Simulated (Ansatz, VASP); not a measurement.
# NaF in VASP and in Ansatz

```
Na F
1.0
     0.00000    2.39300    2.39300
     2.39300    0.00000    2.39300
     2.39300    2.39300    0.00000
Na F
1 1
Direct
  0.00000 0.00000 0.00000
  0.50000 0.50000 0.50000
```

Change from the starting cell: strain +0.030 along x and y, +0.030 along z, atoms carried along.

Alike in both runs: task single point; functional PBEsol; k mesh 8 × 8 × 8; occupations gaussian, width 0.05 eV; no spin polarisation.

|  | VASP | Ansatz |
| --- | --- | --- |
| version | VASP 6.6.1 | Ansatz 0.2.0 |
| potentials or method | VASP PAW PBE potentials, release 64 (Na_pv, F), cutoff 520 eV | scalar-relativistic, plane waves, PAW |
| valence electrons in the cell | 14 | 16 |

Ansatz gave:

| Property | Result |
| --- | --- |
| gap on the k mesh at the Fermi level (eV) | 5.71 |
| least direct gap on the mesh (eV) | 5.71 |
| pressure (GPa) | -3.9 |

What did VASP give for the same quantities?

gap on the k mesh at the Fermi level (eV): 5.69; least direct gap on the mesh (eV): 5.69; pressure (GPa): -3.9.

VASP's potentials were made for PBE, not for PBEsol. VASP's potentials hold 14 valence electrons a cell and Ansatz's 16, so a difference there can come from the potentials and not from the codes.
